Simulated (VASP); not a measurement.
A run of VASP 6.6.1 is set up as follows.

The input INCAR:

```
ALGO = Normal ; EDIFF = 1E-7
EDIFFG = -0.02 ; ENCUT = 600
GGA = RE ; IBRION = 2
ISIF = 3 ; ISMEAR = -1
IVDW = 12 ; LASPH = True
LCHARG = False ; LREAL = False
LWAVE = False ; NELM = 80
NSW = 80 ; PREC = Accurate
SIGMA = 0.05
```

Contents of KPOINTS:

```
k-points
0
Gamma
  11 11 11
```

POSCAR

```
Li
1.0
   -1.7546500000      1.7546500000      1.7546500000
    1.7546500000     -1.7546500000      1.7546500000
    1.7546500000      1.7546500000     -1.7546500000
Li
1
Direct
    0.0000000000      0.0000000000      0.0000000000
```

Potentials or basis: VASP PAW PBE potentials, release 64 (Li_sv).

Command:

```sh
$ cat potpaw_PBE.64/Li_sv/POTCAR > POTCAR
$ mpirun -np 1 vasp_std > vasp.out
```

Question: What does it give for the relaxed volume?

Answer: 17.26 Å³/atom.

Question: Predict the space group after relaxing (to 0.05 Å).

Answer: Im-3m (No. 229).

Question: What does it give for the relaxed cell?

Answer: a = 2.820 Å, b = 2.820 Å, c = 2.820 Å, α = 109.47°, β = 109.47°, γ = 109.47°.

Question: What does it give for the dispersion energy per atom?

Answer: -0.386 eV.

The path:
```
step  energy change (eV)  largest force (eV/Å)  pressure (GPa)  volume (Å³)
   1              0.0000                0.0000           -2.60        21.61
   2             -0.0163                0.0000           -2.23        20.53
   3             -0.0405                0.0000           -0.95        18.19
   4             -0.0062                0.0000            4.64        14.05
   5             -0.0439                0.0000           -0.18        17.26
```

Caveat: the cutoff is under 1.25 times the usual one of these potentials, so pressure, stress and relaxed cells hold a basis-set (Pulay) error; the volume moved by over 15 % at a fixed basis, so the end points are rough; the PAW data sets were made with another functional, which shifts forces and pressure a little; the volume moved by -20 % from the deposited cell, more than functionals usually miss; pairwise dispersion overbinds metals, which lowers pressure and volume.

The cell as given is a measured one (21.61 Å³/atom); revPBE+D3(BJ) puts the equilibrium volume -20.1 % from it, thermal expansion not counted.
